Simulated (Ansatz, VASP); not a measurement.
## Os: VASP beside Ansatz

```
Os
1.0
    -1.54627    1.54627    1.54627
     1.54627   -1.54627    1.54627
     1.54627    1.54627   -1.54627
Os
1
Direct
  0.00000 0.00000 0.00000
```

Alike in both runs: functional PBE; k mesh 17 × 17 × 17; occupations fermi-dirac, width 0.1 eV; no spin polarisation.

Ansatz relaxed the structure, and its values are those at the end. VASP's run is a single point on that final structure, the one shown.

|  | VASP | Ansatz |
| --- | --- | --- |
| version | VASP 6.6.1 | Ansatz 0.2.0 |
| potentials or method | VASP PAW PBE potentials, release 64 (Os) | PAW with Ansatz's default frozen-core files, scalar-relativistic |
| plane-wave cutoff (eV) | 520 | 420 |
| valence electrons in the cell | 8 | 16 |

```tsv
	VASP	Ansatz	Ansatz less VASP
pressure (GPa)	0.1	0.0	-0.08
```

VASP's potentials hold 8 valence electrons a cell and Ansatz's 16, so a difference there can come from the potentials and not from the codes.

Neither program's run includes spin-orbit coupling.
